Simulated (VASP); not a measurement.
Crystal: FeSi.

```
CELL_PARAMETERS angstrom
4.44805 0.00000 0.00000
0.00000 4.44805 0.00000
0.00000 0.00000 4.44805
ATOMIC_POSITIONS crystal
Fe 0.13600 0.13600 0.13600
Fe 0.36400 0.86400 0.63600
Fe 0.63600 0.36400 0.86400
Fe 0.86400 0.63600 0.36400
Si 0.84073 0.84073 0.84073
Si 0.65927 0.15927 0.34073
Si 0.34073 0.65927 0.15927
Si 0.15927 0.34073 0.65927
```

```yaml
Program: VASP 6.6.1
Task: relaxation of cell and atoms
Functional: LDA
Potentials_or_basis: VASP PAW LDA potentials, release 64 (Fe, Si)
Cutoff: 600 eV
k_mesh: 6 × 6 × 6
Occupations: fermi-dirac, width 0.02 eV
Spin: no spin polarisation
```

At the start: pressure -11.9 GPa; volume 11.00 Å³/atom.

Question: Where does the relaxation end?

Answer: Over 20 steps the energy falls by 21.0 meV/atom and the volume is 10.45 Å³/atom (-5.0 %); space group P2_13 (No. 198, to 0.1 Å) before and after.

The path:
| step | energy change (eV) | largest force (eV/Å) | pressure (GPa) | volume (Å³) |
| --- | --- | --- | --- | --- |
| 1 | 0.0000 | 0.0994 | -11.88 | 88.01 |
| 2 | 0.2115 | 0.5421 | 22.13 | 78.02 |
| 3 | -0.1649 | 0.1290 | -0.34 | 83.84 |
| 4 | -0.1650 | 0.1340 | -0.07 | 83.76 |
| 5 | -0.1649 | 0.1392 | 0.20 | 83.68 |
| 6 | -0.1673 | 0.0673 | 0.23 | 83.60 |
| 7 | -0.1680 | 0.0160 | 0.28 | 83.52 |
| 8 | -0.1680 | 0.0165 | 0.35 | 83.52 |
| 9 | -0.1677 | 0.0148 | -0.65 | 83.81 |
| 10 | -0.1681 | 0.0090 | -0.04 | 83.62 |
| 11 | -0.1681 | 0.0094 | 0.00 | 83.61 |
| 12 | -0.1681 | 0.0093 | -0.12 | 83.62 |
| 13 | -0.1681 | 0.0041 | 0.26 | 83.53 |
| 14 | -0.1681 | 0.0081 | 0.07 | 83.60 |
| 15 | -0.1681 | 0.0084 | 0.04 | 83.60 |
| 16 | -0.1681 | 0.0087 | -0.10 | 83.60 |
| 17 | -0.1681 | 0.0083 | 0.16 | 83.60 |
| 18 | -0.1681 | 0.0086 | -0.03 | 83.60 |
| 19 | -0.1681 | 0.0085 | 0.04 | 83.60 |
| 20 | -0.1681 | 0.0008 | 0.03 | 83.60 |

Final structure:
```
CELL_PARAMETERS angstrom
4.37257 0.00000 0.00000
0.00000 4.37257 0.00000
0.00000 0.00000 4.37257
ATOMIC_POSITIONS crystal
Fe 0.13722 0.13722 0.13722
Fe 0.36278 0.86278 0.63722
Fe 0.63722 0.36278 0.86278
Fe 0.86278 0.63722 0.36278
Si 0.84088 0.84088 0.84088
Si 0.65912 0.15912 0.34088
Si 0.34088 0.65912 0.15912
Si 0.15912 0.34088 0.65912
```
